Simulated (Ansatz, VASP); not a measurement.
InP in VASP and in Ansatz

Contents of INCAR:

```
PREC = Accurate ; ENCUT = 520
EDIFF = 1E-6 ; ISMEAR = -1
SIGMA = 0.03 ; LREAL = False
LASPH = True ; NELM = 100
ALGO = Normal ; ISIF = 2
LWAVE = False ; LCHARG = True
GGA = PE ; LELF = True
LVHAR = True ; NBANDS = 16
```

KPOINTS

```
regular mesh
0
Gamma
  11 11 11
```

Contents of POSCAR:

```
InP
1.0
    0.0000000000      2.8832691652      2.8832691652
    2.8832691652      0.0000000000      2.8832691652
    2.8832691652      2.8832691652      0.0000000000
In P
1 1
Direct
    0.0000000000      0.0000000000      0.0000000000
    0.5000000000      0.5000000000      0.5000000000
```

Input for Ansatz:

```yaml
crystal:
  lattice:
    - [0.0, 2.8832691652, 2.8832691652]
    - [2.8832691652, 0.0, 2.8832691652]
    - [2.8832691652, 2.8832691652, 0.0]
  atoms:
    - { symbol: In, position: [0.0, 0.0, 0.0] }
    - { symbol: P, position: [0.5, 0.5, 0.5] }
kpoints:
  mp_grid: { grid: [11, 11, 11] }
scf:
  occupations: { method: fermi_dirac, width: 0.03 }
hamiltonian:
  xc: pbe
  pseudopotentials: { kind: all_electron, lapw: { basis_error: 0.00025 } }
output:
  forces: true
  stress: true
  eigenvalues: true
```

Change from the starting cell: volume scaled by 1.03.

Alike in both runs: task single point; functional PBE; k mesh 11 × 11 × 11; occupations fermi-dirac, width 0.03 eV; no spin polarisation.

```csv
,VASP,Ansatz
version,VASP 6.6.1,Ansatz 0.2.0
potentials or method,"VASP PAW PBE potentials, release 64 (In_d, P), cutoff 520 eV","all-electron LAPW, scalar-relativistic"
```

|  | VASP | Ansatz | Ansatz less VASP |
| --- | --- | --- | --- |
| pressure (GPa) | -6.6 | -6.6 | +0.04 |

Ansatz ran all-electron here, and VASP with PAW potentials.
